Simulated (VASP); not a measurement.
Write the native input for VASP 6.6.1 that does the following.

```yaml
Task: single point
Functional: PBEsol
Potentials_or_basis: VASP PAW PBE potentials, release 64 (Y_sv, Zn)
Cutoff: 520 eV
k_mesh: 14 × 14 × 14
Occupations: gaussian, width 0.15 eV
Spin: no spin polarisation
Dipole_correction: no
Further_INCAR_settings: ALGO = Fast; EDIFF = 1e-06; NBANDS = 18
```

The structure of YZn lies in POSCAR:

```
YZn
1.0
    0.0000000000      2.9629870000      2.9629870000
    2.9629870000      0.0000000000      2.9629870000
    2.9629870000      2.9629870000      0.0000000000
Y Zn
1 1
Direct
    0.0000000000      0.0000000000      0.0000000000
    0.5000000000      0.5000000000      0.5000000000
```

These files were run (other wordings do the same):

INCAR

```
SYSTEM = YZn
ALGO = Fast
EDIFF = 1E-6
ENCUT = 520
GGA = PS
ISIF = 2
ISMEAR = 0
LASPH = .True.
LCHARG = .False.
LREAL = .False.
LWAVE = .False.
NBANDS = 18
NELM = 80
PREC = Accurate
SIGMA = 0.15
```

KPOINTS

```
k-points
0
Gamma
  14 14 14
  0 0 0
```

Potentials or basis: VASP PAW PBE potentials, release 64 (Y_sv, Zn).

The run is started by

```sh
$ cat potpaw_PBE.64/Y_sv/POTCAR potpaw_PBE.64/Zn/POTCAR > POTCAR
$ mpirun -np 1 vasp_std > vasp.out
```

Results of the run:

```json
{
  "Pressure": "-2.5 GPa"
}
```

Caveat: the PAW data sets were made with another functional, which shifts forces and pressure a little.

It took 2.1 min on 1 thread of Intel(R) Xeon(R) Platinum 8259CL CPU @ 2.50GHz (Skylake/Cascade Lake), on a shared host, peak memory 0.28 GiB.
